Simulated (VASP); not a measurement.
A run of VASP 6.6.1:

The input INCAR:

```
PREC = Accurate
ENCUT = 520
EDIFF = 1E-6
ISMEAR = 0
SIGMA = 0.1
LREAL = F
LASPH = T
NELM = 60
ALGO = Normal
ISIF = 2
LWAVE = F
LCHARG = F
GGA = PE
NBANDS = 30
```

Contents of KPOINTS:

```
Automatic mesh
0
Gamma
  4 4 4
```

File POSCAR:

```
TiTe3Mo
1.0
    4.8790100100      0.0000000000      0.0000000000
    0.0000000000      4.8790100100      0.0000000000
    0.0000000000      0.0000000000      4.8790100100
Ti Te Mo
1 3 1
Direct
    0.0000000000      0.0000000000      0.0000000000
    0.0000000000      0.5000000000      0.5000000000
    0.5000000000      0.0000000000      0.5000000000
    0.5000000000      0.5000000000      0.0000000000
    0.5000000000      0.5000000000      0.5000000000
```

Potentials or basis: VASP PAW PBE potentials, release 64 (Ti_sv, Te, Mo_sv).

Launch:

```bash
$ cat potpaw_PBE.64/Ti_sv/POTCAR potpaw_PBE.64/Te/POTCAR potpaw_PBE.64/Mo_sv/POTCAR > POTCAR
$ mpirun -np 1 vasp_std > vasp.out
```

Hardware: 1 thread of Intel(R) Xeon(R) Platinum 8488C (Sapphire Rapids), on a shared host.

Problem. How long does it take, and how much memory?

Solution. Run time: 26 s on 1 thread of Intel(R) Xeon(R) Platinum 8488C (Sapphire Rapids), with other jobs on the host, peak memory 0.23 GiB. Counts: scf iterations 19, k points 10.
